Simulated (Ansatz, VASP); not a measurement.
## InBS3: VASP beside Ansatz

Contents of INCAR:

```
PREC = Accurate
ENCUT = 600
EDIFF = 1E-7
ISMEAR = 0
SIGMA = 0.1
LREAL = False
LASPH = True
NELM = 60
ALGO = Normal
ISIF = 3
LWAVE = False
LCHARG = False
GGA = PE
IBRION = 2
NSW = 90
EDIFFG = -0.04
```

Contents of KPOINTS:

```
regular mesh
0
Gamma
  4 4 4
```

Contents of POSCAR:

```
InBS3
1.0
    5.0596430245      0.0000000000      0.0000000000
    0.0000000000      5.0596430245      0.0000000000
    0.0000000000      0.0000000000      4.9916524888
In B S
1 1 3
Direct
    0.0000000000      0.0000000000      0.0000000000
    0.5000000000      0.5000000000      0.5000000000
    0.0000000000      0.0000000000      0.5000000000
    0.0000000000      0.5000000000      0.0000000000
    0.5000000000      0.0000000000      0.0000000000
```

Input for Ansatz:

```yaml
crystal:
  lattice:
    - [5.0596430245, 0.0, 0.0]
    - [0.0, 5.0596430245, 0.0]
    - [0.0, 0.0, 4.9916524888]
  atoms:
    - { symbol: In, position: [0.0, 0.0, 0.0] }
    - { symbol: B, position: [0.5, 0.5, 0.5] }
    - { symbol: S, position: [0.0, 0.0, 0.5] }
    - { symbol: S, position: [0.0, 0.5, 0.0] }
    - { symbol: S, position: [0.5, 0.0, 0.0] }
basis:
  ecutwfc: 420
kpoints:
  mp_grid: { grid: [4, 4, 4] }
hamiltonian:
  xc: pbe
scf:
  occupations: { method: gaussian, width: 0.1 }
  lower_state_search: "off"
output:
  forces: true
  stress: true
  eigenvalues: true
relax:
  adjacent_minimum: "off"
  f_tol: 0.04
  max_steps: 70
  cell: { stress_tol: 0.4 }
```

Alike in both runs: task relaxation of cell and atoms; functional PBE; k mesh 4 × 4 × 4; occupations gaussian, width 0.1 eV; no spin polarisation.

|  | VASP | Ansatz |
| --- | --- | --- |
| version | VASP 6.6.1 | Ansatz 0.2.0 |
| potentials or method | VASP PAW PBE potentials, release 64 (In_d, B, S), cutoff 600 eV | scalar-relativistic, plane waves, PAW |
| valence electrons in the cell | 34 | 34 |

Ansatz gave:

```
gap on the k mesh at the Fermi level, each at its own relaxed structure (eV) : none
relaxed volume (Å³/atom)                                                     : 25.64
relaxed cell length with the largest relative difference (Å)                 : 5.023
```

Question: What did VASP give for the same quantities?

Answer: gap on the k mesh at the Fermi level, each at its own relaxed structure (eV): none; relaxed volume (Å³/atom): 25.68; relaxed cell length with the largest relative difference (Å): 5.043.

A gap of «none» marks a metal or a gap that the smearing closes.
